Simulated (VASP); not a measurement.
Input of a VASP 6.6.1 run:

File INCAR:

```
SYSTEM = Si
  ALGO = Normal
  EDIFF = 1E-7
  ENCUT = 520
  GGA = CA
  ISIF = 2
  ISMEAR = -1
  LASPH = .True.
  LCHARG = .False.
  LREAL = .False.
  LWAVE = .False.
  NBANDS = 8
  NELM = 60
  PREC = Accurate
  SIGMA = 0.1
```

File KPOINTS:

```
k-points
0
Gamma
  16 16 16
  0 0 0
```

The input POSCAR:

```
Si
1.0
   -1.5011081226      1.5011081226      1.5011081226
    1.5011081226     -1.5011081226      1.5011081226
    1.5011081226      1.5011081226     -1.5011081226
Si
1
Direct
    0.0000000000      0.0000000000      0.0000000000
```

Potentials or basis: VASP PAW LDA potentials, release 64 (Si).

Run with:

```console
$ cat potpaw_LDA.64/Si/POTCAR > POTCAR
$ mpirun -np 1 vasp_std > vasp.out
```

What does it give for the pressure?

4.8 GPa.

Estimate the band gap on the k mesh.

zero (band 2 reaches 23.15 eV, above the bottom of band 3 at 6.60 eV).
